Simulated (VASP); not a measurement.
# K (Fm-3m) in VASP: a series of runs

Runs on K. Level: PBEsol. Tasks: single point.

All numbers are computed with VASP 6.6.1; they aren't measurements. Logs are shortened: lines on timing, memory, paths and dates and some standing lists are left out, and cuts for length are marked.

### 1 The cell of the first run

It takes space group Fm-3m (No. 225, cubic). The conventional cell has a = 6.670 Å, b = 6.670 Å, c = 6.670 Å, α = 90.00°, β = 90.00°, γ = 90.00°.

This isn't the form of K at room conditions, which is bcc.

### 2 Single point, PBEsol (74.18 Å³/atom)

INCAR

```
SYSTEM = K
ALGO = Normal
EDIFF = 1E-7
ENCUT = 520
GGA = PS
ISIF = 2
ISMEAR = -1
LASPH = .True.
LCHARG = .False.
LREAL = .False.
LWAVE = .False.
NBANDS = 10
NELM = 60
PREC = Accurate
SIGMA = 0.1
```

KPOINTS

```
k-points
0
Gamma
  9 9 9
  0 0 0
```

POSCAR

```
K
1.0
    0.0000000000      3.3348584962      3.3348584962
    3.3348584962      0.0000000000      3.3348584962
    3.3348584962      3.3348584962      0.0000000000
K
1
Direct
    0.0000000000      0.0000000000      0.0000000000
```

Potentials or basis: VASP PAW PBE potentials, release 64 (K_sv).

Run with:

```
$ cat potpaw_PBE.64/K_sv/POTCAR > POTCAR
$ mpirun -np 1 vasp_std > vasp.out
```

OUTCAR:

```text
SYSTEM = K
   EDIFF = 1E-7
   ENCUT = 520
   GGA = PS
   ISIF = 2
   ISMEAR = -1
   LASPH = .True.
   LREAL = .False.
   NELM = 60
   PREC = Accurate

 ion  position               nearest neighbor table
   1  0.000  0.000  0.000-

  LATTYP: Found a face centered cubic cell.
 ALAT       =     6.6697169924

  Lattice vectors:

 A1 = (   0.0000000000,   3.3348584962,   3.3348584962)
 A2 = (   3.3348584962,   0.0000000000,   3.3348584962)
 A3 = (   3.3348584962,   3.3348584962,   0.0000000000)

Analysis of symmetry for initial positions (statically):
=====================================================================
 Subroutine PRICEL returns:
 Original cell was already a primitive cell.

 Routine SETGRP: Setting up the symmetry group for a
 face centered cubic supercell.

 Subroutine GETGRP returns: Found 48 space group operations
 (whereof 48 operations were pure point group operations)
 out of a pool of 48 trial point group operations.

The static configuration has the point symmetry O_h .

Analysis of symmetry for dynamics (positions and initial velocities):
=====================================================================
 Subroutine PRICEL returns:
 Original cell was already a primitive cell.

 Routine SETGRP: Setting up the symmetry group for a
 face centered cubic supercell.

 Subroutine GETGRP returns: Found 48 space group operations
 (whereof 48 operations were pure point group operations)
 out of a pool of 48 trial point group operations.

The dynamic configuration has the point symmetry O_h .

 Subroutine INISYM returns: Found 48 space group operations
 (whereof 48 operations are pure point group operations),
 and found     1 'primitive' translations

----------------------------------------------------------------------------------------

                                     Primitive cell

  volume of cell :      74.1758

  direct lattice vectors                    reciprocal lattice vectors
     0.000000000  3.334858496  3.334858496    -0.149931399  0.149931399  0.149931399
     3.334858496  0.000000000  3.334858496     0.149931399 -0.149931399  0.149931399
     3.334858496  3.334858496  0.000000000     0.149931399  0.149931399 -0.149931399

  length of vectors
     4.716202114  4.716202114  4.716202114     0.259688801  0.259688801  0.259688801

  position of ions in fractional coordinates (direct lattice)
[... 79 lines left out ...]
   EDIFFG = 0.1E-05   stopping-criterion for IOM
   NSW    =      0    number of steps for IOM
   IBRION =     -1    ionic relax: 0-MD 1-quasi-New 2-CG
   NFREE  =      0    steps in history (QN), initial steepest desc. (CG)
   ISIF   =      2    stress and relaxation
   ISYM   =      2    0-nonsym 1-usesym 2-fastsym
   POTIM  = 0.5000    time-step for ionic-motion
   TEBEG  =    0.0;   TEEND  =   0.0 temperature during run
   PSTRESS=    0.0 pullay stress
   NELECT =       9.0000    total number of electrons
   NUPDOWN=      -1.0000    fix difference up-down
   EMIN   =  10.00;   EMAX   =-10.00  energy-range for DOS
   EFERMI =   0.00;   METHOD = LEGACY
   ISMEAR =    -1;   SIGMA  =   0.10  broadening in eV -4-tet -1-fermi 0-gaus
   EFERMI_NEDOS =   21; number of points for ismear=-14 and -15
   IALGO  =     38    algorithm
   IMIX   =      4    mixing-type and parameters
     AMIX     =   0.40;   BMIX     =  1.00
     AMIX_MAG =   1.60;   BMIX_MAG =  1.00
  volume/ion in A,a.u.               =      74.18       500.56
  Fermi-wavevector in a.u.,A,eV,Ry     =   0.810466  1.531559  8.937062  0.656856
  Thomas-Fermi vector in A             =   1.919647
   LORBIT       =      0    0 simple, 1 ext, 2 COOP (PROOUT), +10 PAW based schemes
   GGA     = PS    functional components
   LHFCALC =     F    Hartree Fock is set to
   AEXX    =    0.0000 exact exchange contribution
   IVDW    =     0    specifies the selected vdW correction
   LEPSILON=     F    determine dielectric tensor
   LRPA    =     F    only Hartree local field effects (RPA)
 non-spin polarized calculation
  energy-cutoff  :      520.00
  volume of cell :       74.18
 maximum number of plane-waves:      2010
   NGX = 17   NGY = 17   NGZ = 17

 number of electron       8.9999999 magnetization

 Free energy of the ion-electron system (eV)
  ---------------------------------------------------
  ext. energy  EPLUGINS =         0.00000000
  ---------------------------------------------------
  free energy    TOTEN  =        -1.14508281 eV

  energy without entropy =       -1.11941126  energy(sigma->0) =       -1.13224704

 E-fermi :  -0.1614     XC(G=0):  -5.6749

 val. band max:       -0.2476686653   @ k =   0.4444   0.0000   0.0000
 cond. band min:      -0.1218709535   @ k =   0.4444   0.3333   0.0000
 fundamental gap:      0.1257977118
 Fermi energy:        -0.1613974252

 k-point     1 :       0.0000    0.0000    0.0000
  band No.  band energies     occupation
      1     -32.1791      2.00000
      2     -15.6904      2.00000
      3     -15.6904      2.00000
      4     -15.6904      2.00000
      5      -2.3320      2.00000
      6       4.0202      0.00000
      7       4.0202      0.00000
      8       4.0202      0.00000
      9       5.2746      0.00000
     10       5.2746      0.00000
[... 287 lines left out ...]
 k-point    24 :       0.4444    0.4444    0.0000
  band No.  band energies     occupation
      1     -32.1744      2.00000
      2     -15.7504      2.00000
      3     -15.7138      2.00000
      4     -15.7138      2.00000
      5       0.3363      0.01370
      6       1.5688      0.00000
      7       2.1845      0.00000
      8       4.6429      0.00000
      9       4.6429      0.00000
     10       5.5013      0.00000

 [... further k-points ...]

------------------------ aborting loop because EDIFF is reached ----------------------------------------

  FORCE on cell =-STRESS in cart. coord.  units (eV):
  Direction    XX          YY          ZZ          XY          YZ          ZX
  --------------------------------------------------------------------------------------
  -------------------------------------------------------------------------------------
  Total       -0.0670360     -0.0670360     -0.0670360      0.0000000      0.0000000     -0.0000000
  in kB       -1.4479602     -1.4479602     -1.4479602      0.0000000      0.0000000     -0.0000000
  external PRESSURE =      -1.4479602 kB  Pullay stress =       0.0000000 kB

 VOLUME and BASIS-vectors are now :
 -----------------------------------------------------------------------------
  energy-cutoff  :      520.00
  volume of cell :       74.18
      direct lattice vectors                 reciprocal lattice vectors
     0.000000000  3.334858496  3.334858496    -0.149931399  0.149931399  0.149931399
     3.334858496  0.000000000  3.334858496     0.149931399 -0.149931399  0.149931399
     3.334858496  3.334858496  0.000000000     0.149931399  0.149931399 -0.149931399

 POSITION                                       TOTAL-FORCE (eV/Angst)
 -----------------------------------------------------------------------------------
      0.00000      0.00000      0.00000         0.000000      0.000000      0.000000
 -----------------------------------------------------------------------------------
    total drift:                               -0.000000      0.000000      0.000000

  FREE ENERGIE OF THE ION-ELECTRON SYSTEM (eV)
  ---------------------------------------------------
  free  energy   TOTEN  =        -1.1450828111 eV

  energy  without entropy=       -1.1194112596  energy(sigma->0) =       -1.13224704
```

OSZICAR:

```text
N       E                     dE             d eps       ncg     rms          rms(c)
DAV:   1     0.443443925705E+02    0.44344E+02   -0.35859E+03   700   0.687E+02
DAV:   2     0.394814238960E+00   -0.43950E+02   -0.43292E+02   744   0.190E+02
DAV:   3    -0.108165318742E+01   -0.14765E+01   -0.14718E+01  1060   0.278E+01
DAV:   4    -0.114564824225E+01   -0.63995E-01   -0.63837E-01   986   0.483E+00
DAV:   5    -0.114719292974E+01   -0.15447E-02   -0.15445E-02  1060   0.581E-01    0.191E+00
DAV:   6    -0.114548282963E+01    0.17101E-02   -0.33218E-03  1006   0.393E-01    0.123E+00
DAV:   7    -0.114504836673E+01    0.43446E-03   -0.56839E-03   968   0.478E-01    0.830E-02
DAV:   8    -0.114506980593E+01   -0.21439E-04   -0.47603E-04   996   0.222E-01    0.304E-02
DAV:   9    -0.114508504365E+01   -0.15238E-04   -0.20845E-05   906   0.432E-02    0.167E-02
DAV:  10    -0.114508330021E+01    0.17434E-05   -0.11731E-05   968   0.263E-02    0.385E-03
DAV:  11    -0.114508296832E+01    0.33189E-06   -0.13215E-07   904   0.328E-03    0.114E-03
DAV:  12    -0.114508277391E+01    0.19441E-06   -0.25125E-08   524   0.126E-03    0.349E-04
DAV:  13    -0.114508281113E+01   -0.37217E-07   -0.61394E-09   488   0.558E-04
   1 F= -.11450828E+01 E0= -.11322470E+01  d E =-.256716E-01
```

Wall time 43 s (1 thread of Intel Xeon 8259CL, shared host); peak memory 0.2 GiB.

Results:

```
Free energy            : -1.1451 eV
Pressure               : -0.1 GPa
Band gap on the k mesh : zero (an odd number of electrons rules out a gap without spin polarisation)
```

Caveat: the PAW data sets were made with another functional, which shifts forces and pressure a little.

### 3 Single point, PBEsol (77.03 Å³/atom)

This run uses another cell than the first one, of 77.03 Å³/atom.

INCAR

```
SYSTEM = K
ALGO = Normal ; EDIFF = 1E-6
ENCUT = 520 ; GGA = PS
ISIF = 2 ; ISMEAR = -1
LASPH = .TRUE. ; LCHARG = .FALSE.
LREAL = .FALSE. ; LWAVE = .FALSE.
NBANDS = 10 ; NELM = 60
PREC = Accurate ; SIGMA = 0.1
```

KPOINTS

```
k-points
0
G
  9 9 9
  0 0 0
```

POSCAR

```
K
1.0
    0.0000000000      3.3770763767      3.3770763767
    3.3770763767      0.0000000000      3.3770763767
    3.3770763767      3.3770763767      0.0000000000
K
1
Direct
    0.0000000000      0.0000000000      0.0000000000
```

Potentials or basis: VASP PAW PBE potentials, release 64 (K_sv).

Run with:

```
$ cat potpaw_PBE.64/K_sv/POTCAR > POTCAR
$ mpirun -np 1 vasp_std > vasp.out
```

OUTCAR:

```text
SYSTEM = K
   EDIFF = 1E-6
   ENCUT = 520
   GGA = PS
   ISIF = 2
   ISMEAR = -1
   LASPH = .TRUE.
   LREAL = .FALSE.
   NELM = 60
   PREC = Accurate

 ion  position               nearest neighbor table
   1  0.000  0.000  0.000-

  LATTYP: Found a face centered cubic cell.
 ALAT       =     6.7541527534

  Lattice vectors:

 A1 = (   0.0000000000,   3.3770763767,   3.3770763767)
 A2 = (   3.3770763767,   0.0000000000,   3.3770763767)
 A3 = (   3.3770763767,   3.3770763767,   0.0000000000)

Analysis of symmetry for initial positions (statically):
=====================================================================
 Subroutine PRICEL returns:
 Original cell was already a primitive cell.

 Routine SETGRP: Setting up the symmetry group for a
 face centered cubic supercell.

 Subroutine GETGRP returns: Found 48 space group operations
 (whereof 48 operations were pure point group operations)
 out of a pool of 48 trial point group operations.

The static configuration has the point symmetry O_h .

[... 160 lines left out ...]
 cond. band min:      -0.1986818910   @ k =   0.4444   0.3333   0.0000
 fundamental gap:      0.1244846821
 Fermi energy:        -0.2396902537

 k-point     1 :       0.0000    0.0000    0.0000
  band No.  band energies     occupation
      1     -32.2824      2.00000
      2     -15.7959      2.00000
      3     -15.7959      2.00000
      4     -15.7959      2.00000
      5      -2.3564      2.00000
      6       3.9060      0.00000
      7       3.9060      0.00000
      8       3.9060      0.00000
      9       5.1322      0.00000
     10       5.1322      0.00000
[... 287 lines left out ...]
 k-point    24 :       0.4444    0.4444    0.0000
  band No.  band energies     occupation
      1     -32.2785      2.00000
      2     -15.8481      2.00000
      3     -15.8163      2.00000
      4     -15.8163      2.00000
      5       0.2569      0.01385
      6       1.4646      0.00000
      7       2.1095      0.00000
      8       4.4433      0.00000
      9       4.4433      0.00000
     10       5.2334      0.00000

 [... further k-points ...]

------------------------ aborting loop because EDIFF is reached ----------------------------------------

  FORCE on cell =-STRESS in cart. coord.  units (eV):
  Direction    XX          YY          ZZ          XY          YZ          ZX
  --------------------------------------------------------------------------------------
  -------------------------------------------------------------------------------------
  Total       -0.1227799     -0.1227799     -0.1227799      0.0000000      0.0000000      0.0000000
  in kB       -2.5537910     -2.5537910     -2.5537910      0.0000000      0.0000000      0.0000000
  external PRESSURE =      -2.5537910 kB  Pullay stress =       0.0000000 kB

 VOLUME and BASIS-vectors are now :
 -----------------------------------------------------------------------------
  energy-cutoff  :      520.00
  volume of cell :       77.03
      direct lattice vectors                 reciprocal lattice vectors
     0.000000000  3.377076377  3.377076377    -0.148057060  0.148057060  0.148057060
     3.377076377  0.000000000  3.377076377     0.148057060 -0.148057060  0.148057060
     3.377076377  3.377076377  0.000000000     0.148057060  0.148057060 -0.148057060

 POSITION                                       TOTAL-FORCE (eV/Angst)
 -----------------------------------------------------------------------------------
      0.00000      0.00000      0.00000         0.000000     -0.000000      0.000000
 -----------------------------------------------------------------------------------
    total drift:                               -0.000000      0.000000      0.000000

  FREE ENERGIE OF THE ION-ELECTRON SYSTEM (eV)
  ---------------------------------------------------
  free  energy   TOTEN  =        -1.1417111333 eV

  energy  without entropy=       -1.1155822557  energy(sigma->0) =       -1.12864669
```

stdout:

```text
POSCAR found type information on POSCAR K
 POSCAR found :  1 types and       1 ions
 scaLAPACK will be used
 -----------------------------------------------------------------------------
|                                                                             |
|                                                                             |
|     You enforced a specific xc type in the INCAR file but a different       |
|     I HOPE YOU KNOW WHAT YOU ARE DOING!                                     |
|                                                                             |
 -----------------------------------------------------------------------------

 LDA part: xc-table for (Slater+PW92), standard interpolation
 POSCAR, INCAR and KPOINTS ok, starting setup
 FFT: planning ... GRIDC
 FFT: planning ... GRID_SOFT
 FFT: planning ... GRID
 WAVECAR not read
 entering main loop
```

Run time: 40 s. Hardware: 1 thread of Intel Xeon 8259CL, shared host; peak memory 0.2 GiB.

What came out:

```
Free energy            : -1.1417 eV
Pressure               : -0.3 GPa
Band gap on the k mesh : zero (an odd number of electrons rules out a gap without spin polarisation)
```

Levels at points of the mesh, in eV from the Fermi level:
```csv
k point,band 1,band 2,band 3,band 4,band 5,band 6,band 7,band 8,band 9,band 10
"(0.00, 0.00, 0.00)",-32.04,-15.56,-15.56,-15.56,-2.12,4.15,4.15,4.15,5.37,5.37
```

Caveat: the PAW data sets were made with another functional, which shifts forces and pressure a little.

(Part 1 of 2 ends here.)
